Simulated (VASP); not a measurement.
**AlN: single point with PBEsol**

AlN:

```
CELL_PARAMETERS angstrom
3.31212 0.15517 0.00000
-1.52167 2.79079 0.00000
0.00000 0.00000 4.18756
ATOMIC_POSITIONS crystal
Al 0.33333 0.66667 0.75000
Al 0.66667 0.33333 0.25000
N 0.33333 0.66667 0.25000
N 0.66667 0.33333 0.75000
```

This cell differs from its parent crystal: strain +0.0937 x Voigt [0, 0, 0, 0, 0, 1].

* Program: VASP 6.6.1
* Task: single point
* Functional: PBEsol
* Potentials or basis: VASP PAW PBE potentials, release 64 (Al, N)
* Cutoff: 520 eV
* k mesh: 12 × 12 × 6
* Occupations: gaussian, width 0.05 eV
* Spin: no spin polarisation

- Pressure: -1.9 GPa
- Largest force: 1.297 eV/Å
- Band gap on the k mesh: 3.13 eV

Forces on the atoms (eV/Å):
```
Al  -1.046  0.194  0.000
Al   1.046 -0.194  0.000
N   -1.282  0.197  0.000
N    1.282 -0.197  0.000
```

Stress tensor (GPa, compression positive):
```
  0.12 -15.65   0.00
-15.65  -1.29   0.00
  0.00   0.00  -4.60
```

Levels at points of the mesh, in eV from the valence-band top:
```csv
k point,band 5,band 6,band 7,band 8,band 9,band 10,band 11,band 12
"(0.00, 0.00, 0.00)",-3.06,-1.81,-1.39,0.00,3.13,4.17,7.68,9.09
"(0.50, 0.00, 0.00)",-4.28,-3.99,-2.75,-1.19,4.53,7.12,7.59,8.93
"(0.00, 0.50, 0.00)",-4.48,-4.29,-2.88,-1.45,3.81,7.00,7.06,9.05
"(0.50, 0.50, 0.00)",-4.41,-4.36,-3.09,-1.67,3.14,6.44,7.00,8.33
"(0.00, 0.00, 0.50)",-2.65,-2.65,-2.27,-2.27,5.29,5.29,7.86,7.86
"(0.50, 0.00, 0.50)",-2.83,-2.83,-1.72,-1.72,5.41,5.41,9.20,9.20
"(0.00, 0.50, 0.50)",-3.22,-3.22,-1.76,-1.76,4.94,4.94,9.20,9.20
"(0.50, 0.50, 0.50)",-3.62,-3.62,-1.81,-1.81,4.53,4.53,9.25,9.25
```

Run time: 67 s on 1 thread of Intel(R) Xeon(R) 6975P-C (Granite Rapids), on a shared host, peak memory 0.27 GiB.

Caveat: the cell differs from its parent crystal (strain +0.0937 x Voigt [0, 0, 0, 0, 0, 1]); the PAW data sets were made with another functional, which shifts forces and pressure a little. A k mesh can miss the band edges.
